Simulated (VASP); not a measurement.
# MnO in VASP: a series of runs

MnO is run at these levels: PBE; tasks: single point.

Program: VASP 6.6.1. These are calculated values, not measurements. Logs are shortened: lines on timing, memory, paths and dates and some standing lists are left out, and cuts for length are marked.

### 1 The cell of the first run

Symmetry: R-3m, No. 166, trigonal system. The conventional cell has a = 3.200 Å, b = 3.200 Å, c = 7.513 Å, α = 90.00°, β = 90.00°, γ = 120.00°. Mn (site symmetry -3m) has 6 O at 2.23 Å and 12 Mn at 3.11 to 3.20 Å within 3.2 Å. O (site symmetry -3m) has 6 Mn at 2.23 Å and 12 O at 3.11 to 3.20 Å within 3.2 Å.

### 2 Single point, PBE, collinear spin, antiferromagnetic start (11.10 Å³/atom)

File INCAR:

```
SYSTEM = MnO
PREC = Accurate
ENCUT = 520
EDIFF = 1E-6
ISMEAR = 0
SIGMA = 0.05
LREAL = .False.
LASPH = .True.
NELM = 150
ALGO = Normal
ISIF = 2
LWAVE = .False.
LCHARG = .False.
ISPIN = 2
MAGMOM = 4.45 -4.45 0 0
LORBIT = 11
LMAXMIX = 4
GGA = PE
NBANDS = 31
```

File KPOINTS:

```
regular mesh
0
Gamma
  8 8 8
  0 0 0
```

File POSCAR:

```
MnO
1.0
   -2.1375725503     -2.1375725503      4.4000471834
   -4.4000471834     -2.1375725503      2.1375725503
   -2.1375725503     -4.4000471834      2.1375725503
Mn O
2 2
Direct
    0.0000000000      0.0000000000      0.0000000000
    0.5000000000      0.5000000000      0.5000000000
    1.2499999099     -0.7500000901     -0.7500000901
    1.7500000901     -0.2499999099     -0.2499999099
```

Potentials or basis: VASP PAW PBE potentials, release 64 (Mn_pv, O).

Run with:

```console
> cat potpaw_PBE.64/Mn_pv/POTCAR potpaw_PBE.64/O/POTCAR > POTCAR
> mpirun -np 1 vasp_std > vasp.out
```

OUTCAR:

```text
SYSTEM = MnO
   PREC = Accurate
   ENCUT = 520
   EDIFF = 1E-6
   ISMEAR = 0
   LREAL = .False.
   LASPH = .True.
   NELM = 150
   ISIF = 2
   ISPIN = 2
   LORBIT = 11
   GGA = PE

 ion  position               nearest neighbor table
   1  0.000  0.000  0.000-   4 2.23   4 2.23   4 2.23   3 2.23   3 2.23   3 2.23   2 3.11   2 3.11
                             2 3.11   2 3.11   2 3.11   2 3.11
   2  0.500  0.500  0.500-   3 2.23   3 2.23   3 2.23   4 2.23   4 2.23   4 2.23   1 3.11   1 3.11
                             1 3.11   1 3.11   1 3.11   1 3.11
   3  0.250  0.250  0.250-   2 2.23   2 2.23   2 2.23   1 2.23   1 2.23   1 2.23
   4  0.750  0.750  0.750-   2 2.23   2 2.23   2 2.23   1 2.23   1 2.23   1 2.23

  LATTYP: Found a trigonal (rhomboedric) cell.
 ALAT       =     5.3384312332
 COS(alpha) =     0.8203860219

  Lattice vectors:

 A1 = (  -2.1375725503,  -2.1375725503,   4.4000471834)
 A2 = (  -4.4000471834,  -2.1375725503,   2.1375725503)
 A3 = (  -2.1375725503,  -4.4000471834,   2.1375725503)

Analysis of symmetry for initial positions (statically):
=====================================================================
 Subroutine PRICEL returns following result:

  LATTYP: Found a trigonal (rhomboedric) cell.
 ALAT       =     3.1119299061
 COS(alpha) =     0.4714235320
[... 12 lines left out ...]
 Subroutine GETGRP returns: Found 12 space group operations
 (whereof 12 operations were pure point group operations)
 out of a pool of 12 trial point group operations.

The static configuration has the point symmetry D_3d.

Analysis of symmetry for dynamics (positions and initial velocities):
=====================================================================
 Subroutine PRICEL returns following result:

  LATTYP: Found a trigonal (rhomboedric) cell.
 ALAT       =     3.1119299061
 COS(alpha) =     0.4714235320
[... 12 lines left out ...]
 Subroutine GETGRP returns: Found 12 space group operations
 (whereof 12 operations were pure point group operations)
 out of a pool of 12 trial point group operations.

The dynamic configuration has the point symmetry D_3d.

Analysis of structural, dynamic, and magnetic symmetry:
=====================================================================
 Subroutine PRICEL returns following result:

  LATTYP: Found a trigonal (rhomboedric) cell.
 ALAT       =     3.1119299061
 COS(alpha) =     0.4714235320
[... 12 lines left out ...]
 Subroutine GETGRP returns: Found 12 space group operations
 (whereof 12 operations were pure point group operations)
 out of a pool of 12 trial point group operations.

The overall configuration has the point symmetry D_3d.

 Subroutine INISYM returns: Found 12 space group operations
 (whereof 12 operations are pure point group operations),
 and found     2 'primitive' translations

----------------------------------------------------------------------------------------

                                     Primitive cell

  volume of cell :      22.2033

  direct lattice vectors                    reciprocal lattice vectors
    -2.200023592  0.062451041  2.200023592    -0.224178782  0.217815124  0.224178782
    -2.200023592 -2.200023592 -0.062451041    -0.224178782 -0.224178782 -0.217815124
     0.062451041 -2.200023592  2.200023592     0.217815124 -0.224178782  0.224178782

  length of vectors
     3.111929906  3.111929906  3.111929906     0.384650076  0.384650076  0.384650076

  position of ions in fractional coordinates (direct lattice)
     0.000000000  0.000000000  0.000000000
     0.499999820  0.499999820  0.499999820

  ion indices of the primitive-cell ions
   primitive index   ion index
                 1           1
                 2           3

----------------------------------------------------------------------------------------

 KPOINTS: regular mesh

Automatic generation of k-mesh.
 Grid dimensions read from file:
 generate k-points for:    8    8    8

 Generating k-lattice:

  Cartesian coordinates                     Fractional coordinates (reciprocal lattice)
     0.013613445  0.013613445  0.041635793     0.125000000  0.000000000  0.000000000
    -0.041635793  0.013613445 -0.013613445    -0.000000000  0.125000000 -0.000000000
     0.013613445 -0.041635793 -0.013613445    -0.000000000 -0.000000000  0.125000000

  Length of vectors
     0.045871462  0.045871462  0.045871462

  Shift w.r.t. Gamma in fractional coordinates (k-lattice)
     0.000000000  0.000000000  0.000000000

 Subroutine IBZKPT returns following result:
 ===========================================

 Found     65 irreducible k-points:

 Following reciprocal coordinates:
            Coordinates               Weight
  0.000000  0.000000  0.000000      1.000000
  0.125000  0.000000  0.000000      6.000000
  0.250000  0.000000  0.000000      6.000000
  0.375000  0.000000  0.000000      6.000000
  0.500000  0.000000  0.000000      3.000000
  0.125000  0.125000  0.000000      6.000000
[... 16 lines left out ...]
  0.250000  0.125000  0.125000      6.000000
  0.375000  0.125000  0.125000      6.000000
 [... further k-points ...]
   k-points           NKPTS =     65   k-points in BZ     NKDIM =     65   number of bands    NBANDS=     31
   number of dos      NEDOS =    301   number of ions     NIONS =      4
   total plane-waves  NPLWV =  64000
   dimension x,y,z NGX =    40 NGY =   40 NGZ =   40
   dimension x,y,z NGXF=    80 NGYF=   80 NGZF=   80
   ions per type =               2   2
   NGX,Y,Z   is equivalent  to a cutoff of  12.46, 12.46, 12.46 a.u.
   NGXF,Y,Z  is equivalent  to a cutoff of  24.91, 24.91, 24.91 a.u.
 SYSTEM =  MnO
   PREC   = accura    normal or accurate (medium, high low for compatibility)
   ISTART =      0    job   : 0-new  1-cont  2-samecut
   ICHARG =      2    charge: 1-file 2-atom 10-const
   ISPIN  =      2    spin polarized calculation?
   LNONCOLLINEAR =      F non collinear calculations
   LSORBIT =      F    spin-orbit coupling
   LASPH  =      T    aspherical Exc in radial PAW
   ENCUT  =  520.0 eV  38.22 Ry    6.18 a.u.   9.93  9.93  9.93*2*pi/ulx,y,z
   NELM   =    150;   NELMIN=  2; NELMDL= -5     # of ELM steps
   EDIFF  = 0.1E-05   stopping-criterion for ELM
   LREAL  =      F    real-space projection
   EDIFFG = 0.1E-04   stopping-criterion for IOM
   NSW    =      0    number of steps for IOM
   IBRION =     -1    ionic relax: 0-MD 1-quasi-New 2-CG
   NFREE  =      0    steps in history (QN), initial steepest desc. (CG)
   ISIF   =      2    stress and relaxation
   ISYM   =      2    0-nonsym 1-usesym 2-fastsym
   POTIM  = 0.5000    time-step for ionic-motion
   TEBEG  =    0.0;   TEEND  =   0.0 temperature during run
   PSTRESS=    0.0 pullay stress
   NELECT =      38.0000    total number of electrons
   NUPDOWN=      -1.0000    fix difference up-down
   EMIN   =  10.00;   EMAX   =-10.00  energy-range for DOS
   EFERMI =   0.00;   METHOD = LEGACY
   ISMEAR =     0;   SIGMA  =   0.05  broadening in eV -4-tet -1-fermi 0-gaus
   EFERMI_NEDOS =   21; number of points for ismear=-14 and -15
   IALGO  =     38    algorithm
   IMIX   =      4    mixing-type and parameters
     AMIX     =   0.40;   BMIX     =  1.00
     AMIX_MAG =   1.60;   BMIX_MAG =  1.00
  volume/ion in A,a.u.               =      11.10        74.92
  Fermi-wavevector in a.u.,A,eV,Ry     =   1.554249  2.937104 32.867445  2.415689
  Thomas-Fermi vector in A             =   2.658362
   LORBIT       =     11    0 simple, 1 ext, 2 COOP (PROOUT), +10 PAW based schemes
   GGA     = PE    functional components
   LHFCALC =     F    Hartree Fock is set to
   AEXX    =    0.0000 exact exchange contribution
   IVDW    =     0    specifies the selected vdW correction
   LEPSILON=     F    determine dielectric tensor
   LRPA    =     F    only Hartree local field effects (RPA)
 spin polarized calculation
 Gauss-broadening in eV      SIGMA  =   0.05
  energy-cutoff  :      520.00
  volume of cell :       44.41
 maximum number of plane-waves:      1209
   NGX = 19   NGY = 19   NGZ = 19

 number of electron      38.0000000 magnetization      -0.0000000

 number of electron      38.0000016 magnetization       0.0000000

 Free energy of the ion-electron system (eV)
  ---------------------------------------------------
  ext. energy  EPLUGINS =         0.00000000
  ---------------------------------------------------
  free energy    TOTEN  =       -33.12597509 eV

  energy without entropy =      -33.12597509  energy(sigma->0) =      -33.12597509

 E-fermi :   6.9828     XC(G=0): -11.7956

 val. band max:        6.6575465891   @ k =   0.5000   0.5000   0.5000
 cond. band min:       7.4893046749   @ k =   0.0000   0.0000   0.0000
 fundamental gap:      0.8317580858
 Fermi energy:         6.9828071709

 spin component 1

 k-point     1 :       0.0000    0.0000    0.0000
  band No.  band energies     occupation
      1     -43.0377      1.00000
      2     -42.9765      1.00000
      3     -42.9765      1.00000
      4     -38.3437      1.00000
      5     -38.2939      1.00000
      6     -38.2939      1.00000
[... 805 lines left out ...]
     30      20.4257      0.00000
     31      20.5209      0.00000

 [... further k-points ...]

 spin component 2

 k-point     1 :       0.0000    0.0000    0.0000
  band No.  band energies     occupation
      1     -43.0378      1.00000
      2     -42.9766      1.00000
      3     -42.9766      1.00000
      4     -38.3437      1.00000
      5     -38.2938      1.00000
      6     -38.2938      1.00000
[... 805 lines left out ...]
     30      20.4257      0.00000
     31      20.5209      0.00000

 [... further k-points ...]

------------------------ aborting loop because EDIFF is reached ----------------------------------------

  FORCE on cell =-STRESS in cart. coord.  units (eV):
  Direction    XX          YY          ZZ          XY          YZ          ZX
  --------------------------------------------------------------------------------------
  -------------------------------------------------------------------------------------
  Total       -0.7214720     -0.7214720     -0.7214720      0.0079941     -0.0079941     -0.0079941
  in kB      -26.0305603    -26.0305603    -26.0305603      0.2884245     -0.2884245     -0.2884245
  external PRESSURE =     -26.0305603 kB  Pullay stress =       0.0000000 kB

 VOLUME and BASIS-vectors are now :
 -----------------------------------------------------------------------------
  energy-cutoff  :      520.00
  volume of cell :       44.41
      direct lattice vectors                 reciprocal lattice vectors
    -2.137572550 -2.137572550  4.400047183     0.108907562  0.108907562  0.333086344
    -4.400047183 -2.137572550  2.137572550    -0.333086344  0.108907562 -0.108907562
    -2.137572550 -4.400047183  2.137572550     0.108907562 -0.333086344 -0.108907562

 POSITION                                       TOTAL-FORCE (eV/Angst)
 -----------------------------------------------------------------------------------
      0.00000      0.00000      0.00000         0.000000      0.000000      0.000000
     -4.33760     -4.33760      4.33760         0.000000      0.000000      0.000000
     -2.16880     -2.16880      2.16880        -0.000000     -0.000000     -0.000000
     -6.50639     -6.50639      6.50639         0.000000      0.000000      0.000000
 -----------------------------------------------------------------------------------
    total drift:                               -0.000000     -0.000000      0.000000

  FREE ENERGIE OF THE ION-ELECTRON SYSTEM (eV)
  ---------------------------------------------------
  free  energy   TOTEN  =       -33.1259750853 eV

  energy  without entropy=      -33.1259750853  energy(sigma->0) =      -33.12597509

 total charge

# of ion       s       p       d       tot
------------------------------------------
    1        0.198   6.171   4.973  11.342
    2        0.198   6.171   4.973  11.342
    3        1.561   3.411   0.000   4.972
    4        1.561   3.411   0.000   4.972
--------------------------------------------------
tot          3.519  19.163   9.945  32.628

 magnetization (x)

# of ion       s       p       d       tot
------------------------------------------
    1        0.018   0.017   4.300   4.335
    2       -0.018  -0.017  -4.300  -4.335
    3        0.000   0.000   0.000   0.000
    4        0.000   0.000   0.000   0.000
--------------------------------------------------
tot          0.000   0.000   0.000   0.000
```

It took 2.4 min on 1 thread of Intel Xeon 6975P-C (Granite Rapids), shared host; peak memory 0.35 GiB.

Results:

| Quantity | Value |
| --- | --- |
| Free energy | -33.1260 eV |
| Pressure | -2.6 GPa |
| Band gap on the k mesh | 0.83 eV |
| Net moment | 0.00 μB per cell |
| Site moments | Mn +4.33, -4.33; O +0.00 μB |
| Valence electrons inside the program's atomic spheres | Mn 11.34; O 4.97 |

Levels at points of the mesh, in eV from the valence-band top:
Spin up:
| k point | band 15 | band 16 | band 17 | band 18 | band 19 | band 20 | band 21 | band 22 | band 23 | band 24 |
| --- | --- | --- | --- | --- | --- | --- | --- | --- | --- | --- |
| (0.00, 0.00, 0.00) | -2.10 | -2.10 | -1.79 | -0.68 | -0.68 | 0.83 | 2.20 | 2.20 | 2.29 | 3.59 |
| (0.50, 0.00, 0.00) | -2.20 | -1.51 | -1.30 | -0.26 | -0.10 | 1.39 | 2.78 | 2.87 | 3.31 | 3.46 |
| (0.50, 0.50, 0.00) | -2.69 | -1.51 | -1.36 | -0.34 | -0.23 | 1.75 | 2.84 | 2.90 | 3.68 | 3.72 |
| (0.50, 0.50, 0.50) | -2.04 | -2.04 | -1.79 | 0.00 | 0.00 | 1.75 | 2.08 | 2.08 | 3.22 | 3.28 |
Spin down:
```
           k point  band 16  band 17  band 18  band 19  band 20  band 21  band 22  band 23
(0.00, 0.00, 0.00)    -2.10    -1.79    -0.68    -0.68     0.83     2.20     2.20     2.29
(0.50, 0.00, 0.00)    -1.51    -1.30    -0.26    -0.10     1.39     2.78     2.87     3.31
(0.50, 0.50, 0.00)    -1.51    -1.36    -0.34    -0.23     1.75     2.84     2.90     3.68
(0.50, 0.50, 0.50)    -2.04    -1.79     0.00     0.00     1.75     2.08     2.08     3.22
```

A k mesh can miss the band edges. As with any semilocal functional, this PBE gap is likely too small.

### 3 Single point, PBE, collinear spin, antiferromagnetic start (11.32 Å³/atom)

This run uses another cell than the first one, of 11.32 Å³/atom.

File INCAR:

```
SYSTEM = MnO
  PREC = Accurate
  ENCUT = 520
  EDIFF = 1E-6
  ISMEAR = 0
  SIGMA = 0.05
  LREAL = .FALSE.
  LASPH = .TRUE.
  NELM = 150
  ALGO = Normal
  ISIF = 2
  LWAVE = .FALSE.
  LCHARG = .TRUE.
  ISPIN = 2
  MAGMOM = 4.47 -4.47 0 0
  LORBIT = 11
  LMAXMIX = 4
  GGA = PE
  LELF = .TRUE.
  LVHAR = .TRUE.
  NBANDS = 31
```

File KPOINTS:

```
Automatic mesh
0
G
  8 8 8
  0 0 0
```

File POSCAR:

```
MnO
1.0
   -2.1597440143     -2.1597440143      4.4340460669
   -4.4340460669     -2.1597440143      2.1597440143
   -2.1597440143     -4.4340460669      2.1597440143
Mn O
2 2
Direct
    0.0000000000      0.0000000000      0.0000000000
    0.5000000000      0.5000000000      0.5000000000
    1.2499999571     -0.7500000429     -0.7500000429
    1.7500000429     -0.2499999571     -0.2499999571
```

Potentials or basis: VASP PAW PBE potentials, release 64 (Mn_pv, O).

Run with:

```console
> cat potpaw_PBE.64/Mn_pv/POTCAR potpaw_PBE.64/O/POTCAR > POTCAR
> mpirun -np 1 vasp_std > vasp.out
```

It took 2.4 min on 1 thread of Intel Xeon 6975P-C (Granite Rapids), shared host; peak memory 0.36 GiB.

The run converged. Its results:

| Item | Value |
| --- | --- |
| Free energy | -33.1060 eV |
| Pressure | -5.1 GPa |
| Band gap on the k mesh | 0.78 eV |
| Net moment | 0.00 μB per cell |
| Site moments | Mn +4.35, -4.35; O +0.00 μB |
| Valence electrons inside the program's atomic spheres | Mn 11.32; O 4.96 |

Levels at points of the mesh, in eV from the valence-band top:
Spin up:
| k point | band 17 | band 18 | band 19 | band 20 | band 21 | band 22 |
| --- | --- | --- | --- | --- | --- | --- |
| (0.00, 0.00, 0.00) | -1.76 | -0.65 | -0.65 | 0.78 | 2.24 | 2.24 |
| (0.50, 0.00, 0.00) | -1.28 | -0.27 | -0.10 | 1.45 | 2.82 | 2.91 |
| (0.50, 0.50, 0.00) | -1.34 | -0.33 | -0.23 | 1.78 | 2.87 | 2.93 |
| (0.50, 0.50, 0.50) | -1.75 | 0.00 | 0.00 | 1.81 | 2.14 | 2.14 |
Spin down:
```tsv
k point	band 17	band 18	band 19	band 20	band 21	band 22
(0.00, 0.00, 0.00)	-1.76	-0.65	-0.65	0.78	2.24	2.24
(0.50, 0.00, 0.00)	-1.28	-0.27	-0.10	1.45	2.82	2.91
(0.50, 0.50, 0.00)	-1.34	-0.33	-0.23	1.78	2.87	2.93
(0.50, 0.50, 0.50)	-1.76	0.00	0.00	1.81	2.14	2.14
```

Caveat: the cell stands under tension; semilocal functionals underestimate gaps, and a narrow one can read as zero.

### 4 Single point, PBE, collinear spin, ferromagnetic start

This run uses another cell than the first one, of 10.94 Å³/atom.

File INCAR:

```
PREC = Accurate
ENCUT = 520
EDIFF = 1E-7
ISMEAR = 0
SIGMA = 0.05
LREAL = False
LASPH = True
NELM = 150
ALGO = Normal
ISIF = 2
LWAVE = False
LCHARG = False
ISPIN = 2
MAGMOM = 5 5 0 0
LORBIT = 11
LMAXMIX = 4
GGA = PE
NBANDS = 31
```

File KPOINTS:

```
Automatic mesh
0
Gamma
  10 10 10
```

File POSCAR:

```
MnO
1.0
   -2.2200320392     -2.2200320392      4.4400640784
   -4.4400640784     -2.2200320392      2.2200320392
   -2.2200320392     -4.4400640784      2.2200320392
Mn O
2 2
Direct
    0.0000000000      0.0000000000      0.0000000000
    0.5000000000      0.5000000000      0.5000000000
    1.2500000000     -0.7500000000     -0.7500000000
    1.7500000000     -0.2500000000     -0.2500000000
```

Run with:

```console
> cat potpaw_PBE.64/Mn_pv/POTCAR potpaw_PBE.64/O/POTCAR > POTCAR
> mpirun -np 1 vasp_std > vasp.out
```

Wall time 4.7 min (1 thread of Intel Xeon 6975P-C (Granite Rapids), shared host); peak memory 0.44 GiB.

Results (log left out):

```yaml
Free_energy: -32.8061 eV
Pressure: 1.0 GPa
Net_moment: 9.58 μB per cell
Site_moments: Mn +4.35; O +0.21 μB
Valence_electrons_inside_the_program's_atomic_spheres: Mn 11.36; O 4.98
```

Levels at points of the mesh, in eV from the Fermi level:
Spin up:
```
           k point  band 20  band 21  band 22  band 23  band 24  band 25  band 26  band 27  band 28  band 29
(0.00, 0.00, 0.00)    -2.33    -2.33    -1.88    -0.51     0.21     0.21     3.48     7.76    11.90    11.90
(0.50, 0.00, 0.00)    -1.98    -1.06    -1.06    -0.92    -0.92     5.51     5.51     7.84     7.84     9.45
(0.50, 0.50, 0.00)    -2.05    -1.92    -1.88     0.21     0.21     3.48     5.04     7.76     7.83    10.42
(0.50, 0.50, 0.50)    -2.56    -0.88    -0.88    -0.88    -0.88     2.14     2.14     9.93     9.93    14.04
```
Spin down:
| k point | band 10 | band 11 | band 12 | band 13 | band 14 | band 15 | band 16 | band 17 | band 18 | band 19 |
| --- | --- | --- | --- | --- | --- | --- | --- | --- | --- | --- |
| (0.00, 0.00, 0.00) | -4.86 | -4.86 | -3.37 | -3.37 | -3.37 | 0.74 | 0.74 | 0.74 | 0.82 | 1.37 |
| (0.50, 0.00, 0.00) | -6.56 | -5.24 | -5.24 | -4.62 | -4.62 | 0.56 | 0.56 | 2.15 | 2.15 | 2.19 |
| (0.50, 0.50, 0.00) | -6.44 | -4.86 | -4.86 | -4.35 | -4.35 | -0.84 | 1.94 | 1.97 | 1.98 | 1.98 |
| (0.50, 0.50, 0.50) | -5.76 | -4.23 | -4.23 | -4.23 | -4.23 | 1.08 | 1.08 | 1.34 | 1.34 | 1.34 |

Caveat: semilocal functionals often make such compounds metallic where correlation or magnetic order opens a gap, which also shifts bond lengths; the run started ferromagnetic, and an antiferromagnetic order may lie lower in energy.

### 5 The runs side by side

```tsv
spin	cell	k mesh	gap on the mesh (eV)	pressure (GPa)	moment (μB)
collinear, antiferromagnetic start	a = 5.338 Å, angles 34.9°, 4 atoms	8 × 8 × 8	0.83	-2.6	0.00
collinear, antiferromagnetic start	a = 5.384 Å, angles 34.8°, 4 atoms	8 × 8 × 8	0.78	-5.1	0.00
collinear, ferromagnetic start	a = 5.438 Å, angles 33.6°, 4 atoms	10 × 10 × 10	none	1.0	9.58
```

Alike in all rows: task single point; level PBE; potentials or basis VASP PAW PBE potentials, release 64 (Mn_pv, O); cutoff (eV) 520; smearing gaussian 0.05 eV.

Caveats: the cell stands under tension (at least some runs); semilocal functionals underestimate gaps, and a narrow one can read as zero (at least some runs); semilocal functionals often make such compounds metallic where correlation or magnetic order opens a gap, which also shifts bond lengths (at least some runs); the run started ferromagnetic, and an antiferromagnetic order may lie lower in energy (at least some runs).

Total energies depend on the potentials used, so only differences within one code and one set of settings carry meaning.
